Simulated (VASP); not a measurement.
# SiO2 (I-42d) in VASP: a series of runs

The runs below take SiO2 through single point, with PBEsol.

Program: VASP 6.6.1. These are calculated values, not measurements. Logs are shortened: lines on timing, memory, paths and dates and some standing lists are left out, and cuts for length are marked.

## Step 1: The cell of the first run

Symmetry: I-42d, No. 122, tetragonal system. Conventional cell: a = 4.618 Å, b = 4.618 Å, c = 7.283 Å, α = 90.00°, β = 90.00°, γ = 90.00°. Within 2.1 Å of Si (site symmetry -4) lie 4 O at 1.58 Å. O (site symmetry 2) has 2 Si at 1.58 Å within 2.1 Å.

## Step 2: Single point, PBEsol

The input, INCAR:

```
SYSTEM = SiO2
  ALGO = Normal
  EDIFF = 1E-6
  ENCUT = 520
  GGA = PS
  ISIF = 2
  ISMEAR = 0
  LASPH = .True.
  LCHARG = .False.
  LREAL = .False.
  LWAVE = .False.
  NBANDS = 25
  NELM = 100
  PREC = Accurate
  SIGMA = 0.01
```

The input, KPOINTS:

```
k-points
0
Gamma
  6 6 6
  0 0 0
```

The input, POSCAR:

```
SiO2
1.0
   -2.3089745029      2.3089745029      3.6413725654
    2.3089745029     -2.3089745029      3.6413725654
    2.3089745029      2.3089745029     -3.6413725654
Si O
2 4
Direct
    0.0000000000      0.0000000000      0.0000000000
    0.7500000000      0.2500000000      0.5000000000
    0.9983800000      0.6250000000      0.8733800000
    0.3750000000      0.2483800000      0.3733800000
    0.7516200000      0.1250000000      0.1266200000
    0.8750000000      0.0016200000      0.6266200000
```

Potentials or basis: VASP PAW PBE potentials, release 64 (Si, O).

The run is started by

```bash
cat potpaw_PBE.64/Si/POTCAR potpaw_PBE.64/O/POTCAR > POTCAR
mpirun -np 1 vasp_std > vasp.out
```

OUTCAR:

```text
SYSTEM = SiO2
   EDIFF = 1E-6
   ENCUT = 520
   GGA = PS
   ISIF = 2
   ISMEAR = 0
   LASPH = .True.
   LREAL = .False.
   NELM = 100
   PREC = Accurate

 ion  position               nearest neighbor table
   1  0.000  0.000  0.000-   3 1.58   4 1.58   5 1.58   6 1.58   2 2.94   2 2.94   2 2.94   2 2.94

   2  0.750  0.250  0.500-   4 1.58   3 1.58   5 1.58   6 1.58   1 2.94   1 2.94   1 2.94   1 2.94

   3  0.998  0.625  0.873-   1 1.58   2 1.58
   4  0.375  0.248  0.373-   2 1.58   1 1.58
   5  0.752  0.125  0.127-   1 1.58   2 1.58
   6  0.875  0.002  0.627-   1 1.58   2 1.58

  LATTYP: Found a body centered tetragonal cell.
 ALAT       =     4.6179490058
 C/A-ratio  =     1.5770518734

  Lattice vectors:

 A1 = (  -2.3089745029,   2.3089745029,   3.6413725654)
 A2 = (   2.3089745029,  -2.3089745029,   3.6413725654)
 A3 = (   2.3089745029,   2.3089745029,  -3.6413725654)

Analysis of symmetry for initial positions (statically):
=====================================================================
 Subroutine PRICEL returns:
 Original cell was already a primitive cell.

 Routine SETGRP: Setting up the symmetry group for a
 body centered tetragonal supercell.

 Subroutine GETGRP returns: Found  8 space group operations
 (whereof  4 operations were pure point group operations)
 out of a pool of 16 trial point group operations.

The static configuration has the point symmetry S_4 .
 The point group associated with its full space group is D_2d.

Analysis of symmetry for dynamics (positions and initial velocities):
=====================================================================
 Subroutine PRICEL returns:
 Original cell was already a primitive cell.

 Routine SETGRP: Setting up the symmetry group for a
 body centered tetragonal supercell.

 Subroutine GETGRP returns: Found  8 space group operations
 (whereof  4 operations were pure point group operations)
 out of a pool of 16 trial point group operations.

The dynamic configuration has the point symmetry S_4 .
 The point group associated with its full space group is D_2d.

 Subroutine INISYM returns: Found  8 space group operations
 (whereof  4 operations are pure point group operations),
 and found     1 'primitive' translations

----------------------------------------------------------------------------------------

                                     Primitive cell

  volume of cell :      77.6539

  direct lattice vectors                    reciprocal lattice vectors
    -2.308974503  2.308974503  3.641372565     0.000000000  0.216546350  0.137310860
     2.308974503 -2.308974503  3.641372565     0.216546350  0.000000000  0.137310860
     2.308974503  2.308974503 -3.641372565     0.216546350  0.216546350  0.000000000

  length of vectors
     4.891044947  4.891044947  4.891044947     0.256410986  0.256410986  0.306242785

  position of ions in fractional coordinates (direct lattice)
     0.000000000  0.000000000  0.000000000
     0.750000000  0.250000000  0.500000000
     0.998380000  0.625000000  0.873380000
     0.375000000  0.248380000  0.373380000
     0.751620000  0.125000000  0.126620000
     0.875000000  0.001620000  0.626620000

  ion indices of the primitive-cell ions
   primitive index   ion index
                 1           1
                 2           2
                 3           3
                 4           4
                 5           5
                 6           6

----------------------------------------------------------------------------------------

 KPOINTS: k-points

Automatic generation of k-mesh.
 Grid dimensions read from file:
 generate k-points for:    6    6    6

 Generating k-lattice:

  Cartesian coordinates                     Fractional coordinates (reciprocal lattice)
     0.000000000  0.036091058  0.022885143     0.166666667 -0.000000000  0.000000000
     0.036091058  0.000000000  0.022885143    -0.000000000  0.166666667  0.000000000
     0.036091058  0.036091058  0.000000000     0.000000000  0.000000000  0.166666667

  Length of vectors
     0.042735164  0.042735164  0.051040464

  Shift w.r.t. Gamma in fractional coordinates (k-lattice)
     0.000000000  0.000000000  0.000000000

 Subroutine IBZKPT returns following result:
 ===========================================

 Found     30 irreducible k-points:

 Following reciprocal coordinates:
            Coordinates               Weight
  0.000000  0.000000  0.000000      1.000000
  0.166667 -0.000000  0.000000      8.000000
  0.333333  0.000000 -0.000000      8.000000
  0.500000 -0.000000  0.000000      4.000000
  0.166667  0.166667  0.000000      8.000000
  0.333333  0.166667  0.000000     16.000000
[... 16 lines left out ...]
 -0.333333 -0.333333  0.166667      8.000000
 -0.166667 -0.333333  0.166667      8.000000
 [... further k-points ...]
   k-points           NKPTS =     30   k-points in BZ     NKDIM =     30   number of bands    NBANDS=     25
   number of dos      NEDOS =    301   number of ions     NIONS =      6
   total plane-waves  NPLWV =  46656
   dimension x,y,z NGX =    36 NGY =   36 NGZ =   36
   dimension x,y,z NGXF=    72 NGYF=   72 NGZF=   72
   ions per type =               2   4
   NGX,Y,Z   is equivalent  to a cutoff of  12.24, 12.24, 12.24 a.u.
   NGXF,Y,Z  is equivalent  to a cutoff of  24.47, 24.47, 24.47 a.u.
 SYSTEM =  SiO2
   PREC   = accura    normal or accurate (medium, high low for compatibility)
   ISTART =      0    job   : 0-new  1-cont  2-samecut
   ICHARG =      2    charge: 1-file 2-atom 10-const
   ISPIN  =      1    spin polarized calculation?
   LNONCOLLINEAR =      F non collinear calculations
   LSORBIT =      F    spin-orbit coupling
   LASPH  =      T    aspherical Exc in radial PAW
   ENCUT  =  520.0 eV  38.22 Ry    6.18 a.u.   9.09  9.09  9.09*2*pi/ulx,y,z
   NELM   =    100;   NELMIN=  2; NELMDL= -5     # of ELM steps
   EDIFF  = 0.1E-05   stopping-criterion for ELM
   LREAL  =      F    real-space projection
   EDIFFG = 0.1E-04   stopping-criterion for IOM
   NSW    =      0    number of steps for IOM
   IBRION =     -1    ionic relax: 0-MD 1-quasi-New 2-CG
   NFREE  =      0    steps in history (QN), initial steepest desc. (CG)
   ISIF   =      2    stress and relaxation
   ISYM   =      2    0-nonsym 1-usesym 2-fastsym
   POTIM  = 0.5000    time-step for ionic-motion
   TEBEG  =    0.0;   TEEND  =   0.0 temperature during run
   PSTRESS=    0.0 pullay stress
   NELECT =      32.0000    total number of electrons
   NUPDOWN=      -1.0000    fix difference up-down
   EMIN   =  10.00;   EMAX   =-10.00  energy-range for DOS
   EFERMI =   0.00;   METHOD = LEGACY
   ISMEAR =     0;   SIGMA  =   0.01  broadening in eV -4-tet -1-fermi 0-gaus
   EFERMI_NEDOS =   21; number of points for ismear=-14 and -15
   IALGO  =     38    algorithm
   IMIX   =      4    mixing-type and parameters
     AMIX     =   0.40;   BMIX     =  1.00
     AMIX_MAG =   1.60;   BMIX_MAG =  1.00
  volume/ion in A,a.u.               =      12.94        87.34
  Fermi-wavevector in a.u.,A,eV,Ry     =   1.218252  2.302162 20.192913  1.484137
  Thomas-Fermi vector in A             =   2.353544
   LORBIT       =      0    0 simple, 1 ext, 2 COOP (PROOUT), +10 PAW based schemes
   GGA     = PS    functional components
   LHFCALC =     F    Hartree Fock is set to
   AEXX    =    0.0000 exact exchange contribution
   IVDW    =     0    specifies the selected vdW correction
   LEPSILON=     F    determine dielectric tensor
   LRPA    =     F    only Hartree local field effects (RPA)
 non-spin polarized calculation
 Gauss-broadening in eV      SIGMA  =   0.01
  energy-cutoff  :      520.00
  volume of cell :       77.65
 maximum number of plane-waves:      2107
   NGX = 19   NGY = 19   NGZ = 19

 number of electron      32.0000020 magnetization

 Free energy of the ion-electron system (eV)
  ---------------------------------------------------
  ext. energy  EPLUGINS =         0.00000000
  ---------------------------------------------------
  free energy    TOTEN  =       -48.88391164 eV

  energy without entropy =      -48.88391164  energy(sigma->0) =      -48.88391164

 E-fermi :   0.4408     XC(G=0):  -9.0713

 val. band max:        0.3669597021   @ k =   0.0000   0.0000   0.0000
 cond. band min:       6.8532335104   @ k =   0.0000   0.0000   0.0000
 fundamental gap:      6.4862738083
 Fermi energy:         0.4408269620

 k-point     1 :       0.0000    0.0000    0.0000
  band No.  band energies     occupation
      1     -19.1177      2.00000
      2     -16.7217      2.00000
      3     -16.6971      2.00000
      4     -16.6971      2.00000
      5      -8.6381      2.00000
      6      -5.1501      2.00000
[... 17 lines left out ...]
     24      14.4836      0.00000
     25      14.9069      0.00000

 k-point     2 :       0.1667   -0.0000    0.0000
  band No.  band energies     occupation
      1     -19.0201      2.00000
      2     -16.8710      2.00000
      3     -16.7276      2.00000
      4     -16.6975      2.00000
      5      -8.4296      2.00000
      6      -5.2192      2.00000
[... 17 lines left out ...]
     24      14.3800      0.00000
     25      14.7981      0.00000

 k-point     3 :       0.3333    0.0000   -0.0000
  band No.  band energies     occupation
      1     -18.7724      2.00000
      2     -17.2453      2.00000
      3     -16.7485      2.00000
      4     -16.7104      2.00000
      5      -7.9625      2.00000
      6      -5.4112      2.00000
[... 17 lines left out ...]
     24      14.1136      0.00000
     25      15.1601      0.00000

 k-point     4 :       0.5000   -0.0000    0.0000
  band No.  band energies     occupation
      1     -18.5940      2.00000
      2     -17.4842      2.00000
      3     -16.7553      2.00000
      4     -16.7199      2.00000
      5      -7.6871      2.00000
      6      -5.5345      2.00000
[... 17 lines left out ...]
     24      14.3075      0.00000
     25      14.8978      0.00000
[... 477 lines left out ...]
 k-point    22 :      -0.1667    0.5000    0.1667
  band No.  band energies     occupation
      1     -18.5346      2.00000
      2     -17.5587      2.00000
      3     -16.7671      2.00000
      4     -16.7215      2.00000
      5      -7.5004      2.00000
      6      -5.6797      2.00000
[... 17 lines left out ...]
     24      14.4985      0.00000
     25      14.9374      0.00000

 k-point    23 :      -0.3333   -0.3333    0.1667
  band No.  band energies     occupation
      1     -18.5484      2.00000
      2     -17.5442      2.00000
      3     -16.7499      2.00000
      4     -16.7412      2.00000
      5      -7.4446      2.00000
      6      -5.7543      2.00000
[... 17 lines left out ...]
     24      14.8371      0.00000
     25      15.0248      0.00000

 k-point    24 :      -0.1667   -0.3333    0.1667
  band No.  band energies     occupation
      1     -18.7869      2.00000
      2     -17.2402      2.00000
      3     -16.7331      2.00000
      4     -16.7196      2.00000
      5      -7.9007      2.00000
      6      -5.3842      2.00000
[... 17 lines left out ...]
     24      14.6458      0.00000
     25      15.0272      0.00000

 [... further k-points ...]
[... 5 lines left out ...]
  --------------------------------------------------------------------------------------
  -------------------------------------------------------------------------------------
  Total        9.2982822      9.2982822      8.6021802      0.0000000      0.0000000      0.0000000
  in kB      191.8447529    191.8447529    177.4825810      0.0000000      0.0000000      0.0000000
  external PRESSURE =     187.0573622 kB  Pullay stress =       0.0000000 kB

 VOLUME and BASIS-vectors are now :
 -----------------------------------------------------------------------------
  energy-cutoff  :      520.00
  volume of cell :       77.65
      direct lattice vectors                 reciprocal lattice vectors
    -2.308974503  2.308974503  3.641372565     0.000000000  0.216546350  0.137310860
     2.308974503 -2.308974503  3.641372565     0.216546350  0.000000000  0.137310860
     2.308974503  2.308974503 -3.641372565     0.216546350  0.216546350  0.000000000

 POSITION                                       TOTAL-FORCE (eV/Angst)
 -----------------------------------------------------------------------------------
      0.00000      0.00000      0.00000        -0.000000     -0.000000     -0.000000
      0.00000      2.30897      1.82069        -0.000000     -0.000000      0.000000
      1.15449      2.87874      2.73103        -0.000000      1.251714     -0.000000
      0.56976      1.15449      0.91034         1.251714     -0.000000     -0.000000
     -1.15449      1.73921      2.73103        -0.000000     -1.251714     -0.000000
     -0.56976      3.46346      0.91034        -1.251714     -0.000000     -0.000000
 -----------------------------------------------------------------------------------
    total drift:                               -0.000002     -0.000002     -0.000004

  FREE ENERGIE OF THE ION-ELECTRON SYSTEM (eV)
  ---------------------------------------------------
  free  energy   TOTEN  =       -48.8839116396 eV

  energy  without entropy=      -48.8839116396  energy(sigma->0) =      -48.88391164
```

Run time: 21 s. Hardware: 1 thread of Intel Xeon 6975P-C (Granite Rapids), shared host; peak memory 0.21 GiB.

What came out:

- Free energy: -48.8839 eV
- Pressure: 18.7 GPa
- Largest force: 1.252 eV/Å
- Band gap on the k mesh: 6.49 eV, direct

Forces in eV/Å, atoms in the order of the input:
```
Si   0.000  0.000  0.000
Si   0.000  0.000  0.000
O    0.000  1.252  0.000
O    1.252  0.000  0.000
O    0.000 -1.252  0.000
O   -1.252  0.000  0.000
```

Levels at points of the mesh, in eV from the valence-band top:
| k point | band 14 | band 15 | band 16 | band 17 | band 18 | band 19 |
| --- | --- | --- | --- | --- | --- | --- |
| (0.00, 0.00, 0.00) | -1.00 | 0.00 | 0.00 | 6.49 | 8.85 | 11.79 |
| (0.50, 0.00, 0.00) | -0.70 | -0.31 | -0.20 | 9.08 | 9.55 | 10.30 |
| (0.50, 0.50, 0.00) | -0.85 | -0.24 | -0.24 | 9.93 | 9.93 | 10.83 |
| (0.50, 0.50, 0.50) | -1.60 | -0.13 | -0.13 | 9.44 | 9.44 | 10.10 |

Caveat: the PAW data sets were made with another functional, which shifts forces and pressure a little. A k mesh can miss the band edges.

(Part 1 of 2 ends here.)
